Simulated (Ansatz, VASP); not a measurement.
## HfGa5Si in VASP and in Ansatz

Contents of INCAR:

```
SYSTEM = HfGa5Si
PREC = Accurate
ENCUT = 520
EDIFF = 1E-6
ISMEAR = 1
SIGMA = 0.0264
LREAL = .FALSE.
LASPH = .TRUE.
NELM = 80
ALGO = Normal
ISIF = 2
LWAVE = .FALSE.
LCHARG = .FALSE.
GGA = PE
NBANDS = 48
```

The input KPOINTS:

```
regular mesh
0
G
  6 6 4
  0 0 0
```

POSCAR

```
HfGa5Si
1.0
    4.2199640000      0.0000000000      0.0000000000
    0.0000000000      4.2199640000      0.0000000000
    0.0000000000      0.0000000000      6.7022950000
Ga Hf Si
5 1 1
Direct
    0.0000000000      0.5000000000      0.3048000000
    0.5000000000      0.0000000000      0.3048000000
    0.0000000000      0.5000000000      0.6952000000
    0.5000000000      0.0000000000      0.6952000000
    0.5000000000      0.5000000000      0.0000000000
    0.0000000000      0.0000000000      0.0000000000
    0.0000000000      0.0000000000      0.5000000000
```

Input for Ansatz:

```yaml
crystal:
  lattice:
    - [4.219964, 0.0, 0.0]
    - [0.0, 4.219964, 0.0]
    - [0.0, 0.0, 6.702295]
  atoms:
    - { symbol: Ga, position: [0.0, 0.5, 0.3048] }
    - { symbol: Ga, position: [0.5, 0.0, 0.3048] }
    - { symbol: Ga, position: [0.0, 0.5, 0.6952] }
    - { symbol: Ga, position: [0.5, 0.0, 0.6952] }
    - { symbol: Hf, position: [0.0, 0.0, 0.0] }
    - { symbol: Si, position: [0.0, 0.0, 0.5] }
    - { symbol: Ga, position: [0.5, 0.5, 0.0] }
  symmetry: { tolerance: 0.0003 }
kpoints:
  mp_grid: { grid: [6, 6, 4], shift: [0, 0, 0] }
  band_path:
    path:
      - [0.0, 0.0, 0.0]
      - [0.0, 0.5, 0.0]
      - [0.5, 0.5, 0.0]
      - [0.0, 0.0, 0.0]
      - [0.0, 0.0, 0.5]
      - [0.0, 0.5, 0.5]
      - [0.5, 0.5, 0.5]
      - [0.0, 0.0, 0.5]
      - [0.0, 0.5, 0.0]
      - [0.0, 0.5, 0.5]
      - [0.5, 0.5, 0.0]
    npoints: 6
magnetization:
  spin_polarized: false
scf:
  occupations: { method: cold, width: 0.0264 }
  lower_state_search: "off"
  max_iter: 200
hamiltonian:
  pseudopotentials: { kind: paw }
  xc: pbe
basis:
  ecutwfc: 420
  fft_grid_basis: typed
output:
  forces: true
  stress: true
  eigenvalues: true
  bader: true
  populations: true
  elf: true
  write_potential: true
  volumetric_format: npy
  dos:
    e_range: [-12, 8]
    de: 0.05
    projected: { site_lists: { Ga: [Ga], Hf: [Hf], Si: [Si] } }
checkpoint:
  read: saved_state
```

Alike in both runs: task single point; functional PBE; k mesh 6 × 6 × 4; no spin polarisation.

|  | VASP | Ansatz |
| --- | --- | --- |
| version | VASP 6.6.1 | Ansatz 0.2.0 |
| potentials or method | VASP PAW PBE potentials, release 64 (Ga_d, Hf_pv, Si), cutoff 520 eV | PAW plane waves |
| occupations | methfessel-paxton of order 1, width 0.0264 eV | cold, width 0.0264 eV |
| valence electrons in the cell | 79 | 95 |

```csv
,VASP,Ansatz,Ansatz less VASP
pressure (GPa),6.8,6.8,+0.01
rms of the force components (eV/Å),0.368,0.358,-0.0103
```

VASP's potentials hold 79 valence electrons a cell and Ansatz's 95, so a difference there can come from the potentials and not from the codes.

Neither program's run includes spin-orbit coupling.
